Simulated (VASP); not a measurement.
Wanted: the native input for a VASP 6.6.1 run.

```yaml
Task: single point
Functional: r2SCAN
Potentials_or_basis: VASP PAW PBE potentials, release 64 (Ga_d, As)
Cutoff: 520 eV
k_mesh: 15 × 15 × 15
Occupations: fermi-dirac, width 0.1 eV
Spin: no spin polarisation
Dipole_correction: no
Further_INCAR_settings: ALGO = Normal; EDIFF = 1e-07; NBANDS = 16
```

GaAs (rocksalt type):

```
CELL_PARAMETERS angstrom
0.00000 2.29665 2.29665
2.29665 0.00000 2.29665
2.29665 2.29665 0.00000
ATOMIC_POSITIONS crystal
Ga 0.00000 0.00000 0.00000
As 0.50000 0.50000 0.50000
```

This cell differs from its parent crystal: volume scaled by 0.64.

The input as run:

POSCAR

```
GaAs
1.0
    0.0000000000      2.2966549124      2.2966549124
    2.2966549124      0.0000000000      2.2966549124
    2.2966549124      2.2966549124      0.0000000000
Ga As
1 1
Direct
    0.0000000000      0.0000000000      0.0000000000
    0.5000000000      0.5000000000      0.5000000000
```

INCAR.step1

```
SYSTEM = GaAs
PREC = Accurate
ENCUT = 520
ISMEAR = -1
SIGMA = 0.1
LREAL = .False.
LASPH = .True.
NELM = 100
NBANDS = 16
GGA = PE
ALGO = Normal
EDIFF = 1E-4
LWAVE = .True.
LCHARG = .False.
```

INCAR.step2

```
SYSTEM = GaAs
PREC = Accurate
ENCUT = 520
EDIFF = 1E-7
ISMEAR = -1
SIGMA = 0.1
LREAL = .False.
LASPH = .True.
NELM = 100
ALGO = Normal
ISIF = 2
LWAVE = .False.
LCHARG = .False.
METAGGA = R2SCAN
LMIXTAU = .True.
NBANDS = 16
ISTART = 1
```

KPOINTS

```
regular mesh
0
Gamma
  15 15 15
  0 0 0
```

Potentials or basis: VASP PAW PBE potentials, release 64 (Ga_d, As).

Launch:

```sh
$ cat potpaw_PBE.64/Ga_d/POTCAR potpaw_PBE.64/As/POTCAR > POTCAR
$ cp INCAR.step1 INCAR
$ mpirun -np 1 vasp_std > vasp.out
$ cp INCAR.step2 INCAR
$ mpirun -np 1 vasp_std > vasp.out
```

Results of the run:

```json
{
 "Pressure": "102.4 GPa",
 "Band gap on the k mesh": "zero (band 9 reaches 12.41 eV, above the bottom of band 10 at 8.51 eV)"
}
```

Caveat: the PAW data sets were made with another functional, which shifts forces and pressure a little.

Run time: 43 s on 1 thread of Intel(R) Xeon(R) 6975P-C (Granite Rapids), with other jobs on the host, peak memory 0.18 GiB.
